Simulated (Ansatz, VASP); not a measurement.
**One calculation of Zn4W, two programs**

```
Zn W
1.0
     7.26004    0.00000    0.00000
     0.00000    7.26004    0.00000
     0.00000    0.00000    2.51700
Zn W
4 1
Cartesian
  2.3832 0.0000 1.2585
  4.8768 0.0000 1.2585
  0.0000 2.3832 1.2585
  0.0000 4.8768 1.2585
  0.0000 0.0000 0.0000
```

Alike in both runs: functional PBE; k mesh 6 × 6 × 14; occupations gaussian, width 0.1 eV; no spin polarisation.

Ansatz relaxed the structure, and its values are those at the end. VASP's run is a single point on that final structure, the one shown.

|  | VASP | Ansatz |
| --- | --- | --- |
| version | VASP 6.6.1 | Ansatz 0.2.0 |
| potentials or method | VASP PAW PBE potentials, release 64 (Zn, W_sv), cutoff 520 eV | scalar-relativistic, plane waves, PAW |
| valence electrons in the cell | 62 | 62 |

|  | VASP | Ansatz | Ansatz less VASP |
| --- | --- | --- | --- |
| gap on the k mesh at the Fermi level (eV) | none | none | - |
| pressure (GPa) | 0.2 | 0.0 | -0.25 |
| rms of the force components (eV/Å) | 0.004 | 0.000 | -0.0036 |

A gap of «none» marks a metal or a gap that the smearing closes. Ansatz's warnings: xc potential rough in thin density.

Spin-orbit coupling is off throughout.
